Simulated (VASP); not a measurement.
Here is a VASP 6.6.1 calculation.

Contents of INCAR:

```
ALGO = Normal
EDIFF = 1E-7
ENCUT = 520
GGA = PS
ISIF = 2
ISMEAR = 0
LASPH = True
LCHARG = False
LREAL = False
LWAVE = False
NBANDS = 12
NELM = 100
PREC = Accurate
SIGMA = 0.1
```

File KPOINTS:

```
k-points
0
Gamma
  20 20 20
```

POSCAR

```
Cu
1.0
   -1.4762937703      1.4762937703      1.3813137332
    1.4762937703     -1.4762937703      1.3813137332
    1.4762937703      1.4762937703     -1.3813137332
Cu
1
Direct
    0.0000000000      0.0000000000      0.0000000000
```

Potentials or basis: VASP PAW PBE potentials, release 64 (Cu).

Run with:

```sh
$ cat potpaw_PBE.64/Cu/POTCAR > POTCAR
$ mpirun -np 1 vasp_std > vasp.out
```

(1) What does it give for the pressure?

Answers

(1) -7.6 GPa.

Caveat: the PAW data sets were made with another functional, which shifts forces and pressure a little.
